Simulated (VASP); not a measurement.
Here is a VASP 6.6.1 calculation.

Contents of INCAR:

```
SYSTEM = KMgF3
PREC = Accurate
ENCUT = 520
EDIFF = 1E-6
ISMEAR = 0
SIGMA = 0.02
LREAL = .FALSE.
LASPH = .TRUE.
NELM = 100
ALGO = Normal
ISIF = 2
LWAVE = .FALSE.
LCHARG = .FALSE.
NBANDS = 24
```

The input KPOINTS:

```
regular mesh
0
G
  6 6 6
  0 0 0
```

POSCAR

```
KMgF3
1.0
    3.9083480374      0.0000000000      0.0000000000
    0.0000000000      3.9083480374      0.0000000000
    0.0000000000      0.0000000000      3.9083480374
K Mg F
1 1 3
Direct
    0.5000000000      0.5000000000      0.5000000000
    0.0000000000      0.0000000000      0.0000000000
    0.5000000000      0.0000000000      0.0000000000
    0.0000000000      0.5000000000      0.0000000000
    0.0000000000      0.0000000000      0.5000000000
```

Potentials or basis: VASP PAW LDA potentials, release 64 (K_sv, Mg, F).

Launch:

```console
$ cat potpaw_LDA.64/K_sv/POTCAR potpaw_LDA.64/Mg/POTCAR potpaw_LDA.64/F/POTCAR > POTCAR
$ mpirun -np 1 vasp_std > vasp.out
```

(1) Estimate the band gap on the k mesh.

(2) Predict the pressure.

## Answers

(1) 7.42 eV, indirect (least direct gap 7.74 eV).

(2) -0.8 GPa.
